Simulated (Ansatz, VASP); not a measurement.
Two plane-wave programs on As

```
CELL_PARAMETERS angstrom
3.61164 0.00000 0.00000
-1.80582 3.12778 0.00000
0.00000 0.00000 5.40729
ATOMIC_POSITIONS crystal
As 0.33333 0.66667 0.87152
As 0.66667 0.33333 0.12848
```

Alike in both runs: functional PBE; k mesh 9 × 9 × 6; occupations gaussian, width 0.02 eV; no spin polarisation.

Ansatz relaxed the structure, and its values are those at the end. VASP's run is a single point on that final structure, the one shown.

|  | VASP | Ansatz |
| --- | --- | --- |
| version | VASP 6.6.1 | Ansatz 0.2.0 |
| potentials or method | VASP PAW PBE potentials, release 64 (As), cutoff 520 eV | scalar-relativistic, plane waves, PAW |
| valence electrons in the cell | 10 | 30 |

```tsv
	VASP	Ansatz	Ansatz less VASP
gap on the k mesh at the Fermi level (eV)	0.78	0.80	+0.024
least direct gap on the mesh (eV)	1.18	1.22	+0.040
pressure (GPa)	0.2	0.0	-0.24
rms of the force components (eV/Å)	0.047	0.002	-0.0452
```

VASP's potentials hold 10 valence electrons a cell and Ansatz's 30, so a difference there can come from the potentials and not from the codes.
